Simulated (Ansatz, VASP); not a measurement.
## Two plane-wave programs on C

```
CELL_PARAMETERS angstrom
2.55375 0.00000 0.00000
-1.27688 2.21162 0.00000
0.00000 0.00000 30.38712
ATOMIC_POSITIONS crystal
C 0.66667 0.33333 0.00144
C 0.66667 0.33333 0.50146
C 0.66667 0.33333 0.72985
C 0.66667 0.33333 0.22987
C 0.00000 0.00000 0.61569
C 0.33333 0.66667 0.22985
C 0.00000 0.00000 0.11569
C 0.66667 0.33333 0.61956
C 0.33333 0.66667 0.72987
C 0.33333 0.66667 0.11956
C 0.33333 0.66667 0.50144
C 0.33333 0.66667 0.00146
```

Alike in both runs: task single point; functional LDA; k mesh 18 × 18 × 2; occupations gaussian, width 0.15 eV; no spin polarisation.

|  | VASP | Ansatz |
| --- | --- | --- |
| version | VASP 6.6.1 | Ansatz 0.2.0 |
| potentials or method | VASP PAW LDA potentials, release 64 (C), cutoff 520 eV | scalar-relativistic, plane waves, PAW |
| valence electrons in the cell | 48 | 48 |

```csv
,VASP,Ansatz,Ansatz less VASP
gap on the k mesh at the Fermi level (eV),0.02,0.02,0.000
least direct gap on the mesh (eV),0.02,0.02,0.000
rms of the force components (eV/Å),0.675,0.680,+0.0048
```

Ansatz warns that its potentials were made for another functional, while VASP's fit it. LDA's correlation is that of Perdew and Zunger in VASP and of Perdew and Wang (1992) in Ansatz. Atom by atom the forces differ by 0.005 eV/Å (rms over components).
